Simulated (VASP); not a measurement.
Crystal: HgSe2.

```
Hg Se
1.0
     1.96999    1.13738    5.94988
    -1.96999    1.13738    5.94988
     0.00000   -2.27475    5.94988
Hg Se
1 2
Cartesian
  0.0000 0.0000 0.0000
  0.0000 0.0000 13.3872
  0.0000 0.0000 4.4624
```

- Program: VASP 6.6.1
- Task: relaxation of cell and atoms
- Functional: PBE
- Potentials or basis: VASP PAW PBE potentials, release 64 (Hg, Se)
- Cutoff: 600 eV
- k mesh: 6 × 6 × 6
- Occupations: gaussian, width 0.1 eV
- Spin: no spin polarisation

At the start: pressure 1.5 GPa; volume 26.66 Å³/atom.

Where does the relaxation end?

Over 17 steps the energy falls by 103.1 meV/atom and the volume is 24.41 Å³/atom (-8.5 %); space group R-3m (No. 166, to 0.05 Å).

The path:
```
step  energy change (eV)  largest force (eV/Å)  pressure (GPa)  volume (Å³)
   1              0.0000                0.7594            1.49        79.99
   2             -0.0425                0.3499           -1.43        82.89
   3             -0.0426                0.3366           -1.55        83.00
   4             -0.0907                0.3555           -1.55        81.41
   5             -0.2417                0.3613           -1.01        76.70
   6             -0.0408                0.9310            6.37        67.46
   7             -0.2787                0.3696            0.04        74.61
   8             -0.2769                0.0616            2.25        70.90
   9             -0.2981                0.2363            0.85        72.93
  10             -0.2986                0.1834            1.10        72.49
  11             -0.2798                0.3562           -0.91        74.08
  12             -0.3042                0.0035            0.34        72.99
  13             -0.3079                0.0287           -0.44        73.87
  14             -0.3081                0.0234           -0.28        73.69
  15             -0.3088                0.0556            0.19        73.06
  16             -0.3089                0.0475            0.06        73.22
  17             -0.3092                0.0263           -0.03        73.22
```

Final structure:
```
Hg Se
1.0
     1.97577    1.14071    5.41474
    -1.97577    1.14071    5.41474
     0.00000   -2.28142    5.41474
Hg Se
1 2
Direct
  0.00000 0.00000 0.00000
  0.76656 0.76656 0.76656
  0.23344 0.23344 0.23344
```
